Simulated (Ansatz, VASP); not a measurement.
**One calculation of CuO, two programs**

File INCAR:

```
SYSTEM = CuO
PREC     = Accurate       ! precision mode
ENCUT    = 520            ! plane-wave cutoff, eV
EDIFF    = 1E-6           ! SCF threshold, eV
ISMEAR   = -1             ! smearing method
SIGMA    = 0.05           ! smearing width, eV
LREAL    = .FALSE.        ! projectors in reciprocal space
LASPH    = .TRUE.         ! aspherical terms in the spheres
NELM     = 150            ! most SCF steps
ALGO     = Normal         ! electronic algorithm
ISIF     = 2              ! what is computed and relaxed
LWAVE    = .FALSE.        ! write WAVECAR
LCHARG   = .TRUE.         ! write CHGCAR
LMAXMIX  = 4              ! l up to which the mixer works
LDAU     = .TRUE.         ! DFT+U
LDAUTYPE = 2            
LDAUL    = 2 -1           ! shell
LDAUU    = 4.5 0          ! U, eV
LDAUJ    = 0 0          
LDAUPRINT= 1            
GGA      = CA             ! functional
LELF     = .TRUE.         ! ELF
LVHAR    = .TRUE.       
NBANDS   = 16             ! bands
```

The input KPOINTS:

```
regular mesh
0
G
  11 11 10
  0 0 0
```

The input POSCAR:

```
CuO
1.0
    2.8363251100      0.0000000000      0.0000000000
   -1.4181625500      2.4563296000      0.0000000000
    0.0000000000      0.0000000000      2.7681127800
Cu O
1 1
Direct
    0.0000000000      0.0000000000      0.0000000000
    0.6666666667      0.3333333333      0.5000000000
```

File input.yaml:

```yaml
crystal:
  lattice:
    - [2.83632511, 0.0, 0.0]
    - [-1.41816255, 2.4563296, 0.0]
    - [0.0, 0.0, 2.76811278]
  atoms:
    - { symbol: Cu, position: [0.0, 0.0, 0.0] }
    - { symbol: O, position: [0.6666666667, 0.3333333333, 0.5] }
hamiltonian:
  xc: lda
  pseudopotentials: { kind: paw }
  hubbard: { sites: [{ species: Cu, l: d, u_eff: 4.5 }] }
kpoints:
  mp_grid: { grid: [11, 11, 10] }
  band_path:
    path:
      - [[0.0, 0.0, 0.0], [0.5, 0.0, 0.0], [0.3333333333, 0.3333333333, 0.0], [0.0, 0.0, 0.0], [0.0, 0.0, 0.5], [0.5, 0.0, 0.5], [0.3333333333, 0.3333333333, 0.5], [0.0, 0.0, 0.5]]
      - [[0.5, 0.0, 0.5], [0.5, 0.0, 0.0]]
      - [[0.3333333333, 0.3333333333, 0.0], [0.3333333333, 0.3333333333, 0.5]]
    npoints: 14
scf:
  occupations: { method: fermi_dirac, width: 0.05 }
  n_extra_bands: 6
output:
  forces: true
  stress: true
  eigenvalues: true
  fatbands: false
```

Alike in both runs: functional LDA; k mesh 11 × 11 × 10; occupations fermi-dirac, width 0.05 eV; no spin polarisation; Hubbard terms Cu d U = 4.5 eV.

```csv
,VASP,Ansatz
version,VASP 6.6.1,Ansatz 0.2.0
potentials or method,"VASP PAW LDA potentials, release 64 (Cu, O)",Ansatz PAW
plane-wave cutoff (eV),520,420
valence electrons in the cell,17,25
task,single point,band structure
```

```tsv
	VASP	Ansatz	Ansatz less VASP
gap on the k mesh at the Fermi level (eV)	none	none	-
pressure (GPa)	-18.7	-13.4	+5.30
traceless stress, the component that is largest in VASP (GPa)	-9.91	-8.16	+1.754
```

LDA's correlation is that of Perdew and Zunger in VASP and of Perdew and Wang (1992) in Ansatz. The programs project onto different local orbitals, so the same U acts differently, and such runs can settle in different states. A gap of «none» marks a metal or a gap that the smearing closes. VASP's potentials hold 17 valence electrons a cell and Ansatz's 25, so a difference there can come from the potentials and not from the codes.
